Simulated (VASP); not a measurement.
Y:

```
Y
1.0
     5.09000    0.00000    0.00000
     0.00000    5.09000    0.00000
     0.00000    0.00000    5.09000
Y
4
Direct
  0.00000 0.00000 0.00000
  0.00000 0.50000 0.50000
  0.50000 0.00000 0.50000
  0.50000 0.50000 0.00000
```

This isn't the form of Y at room conditions, which is hcp.

- Program: VASP 6.6.1
- Task: relaxation of cell and atoms
- Functional: PBEsol
- Potentials or basis: VASP PAW PBE potentials, release 64 (Y_sv)
- Cutoff: 600 eV
- k mesh: 8 × 8 × 8
- Occupations: gaussian, width 0.05 eV
- Spin: no spin polarisation

At the start: pressure -2.7 GPa; volume 32.97 Å³/atom.

**Question.** Where does the relaxation end?

**Answer.** Over 3 steps the energy falls by 20.3 meV/atom and the volume is 30.70 Å³/atom (-6.9 %); space group Fm-3m (No. 225, to 0.1 Å) before and after.

The path:
| step | energy change (eV) | largest force (eV/Å) | pressure (GPa) | volume (Å³) |
| --- | --- | --- | --- | --- |
| 1 | 0.0000 | 0.0000 | -2.74 | 131.87 |
| 2 | -0.0789 | 0.0000 | 0.49 | 121.42 |
| 3 | -0.0811 | 0.0000 | 0.02 | 122.79 |

Final structure:
```cif
data_structure
_symmetry_space_group_name_H-M 'P 1'
_symmetry_Int_Tables_number 1
_cell_length_a 4.9704
_cell_length_b 4.9704
_cell_length_c 4.9704
_cell_angle_alpha 90.000
_cell_angle_beta 90.000
_cell_angle_gamma 90.000
_cell_volume 122.79
loop_
_atom_site_label
_atom_site_type_symbol
_atom_site_fract_x
_atom_site_fract_y
_atom_site_fract_z
_atom_site_occupancy
Y1 Y 0.00000 0.00000 0.00000 1
Y2 Y 0.00000 0.50000 0.50000 1
Y3 Y 0.50000 0.00000 0.50000 1
Y4 Y 0.50000 0.50000 0.00000 1
```

Caveat: the PAW data sets were made with another functional, which shifts forces and pressure a little.
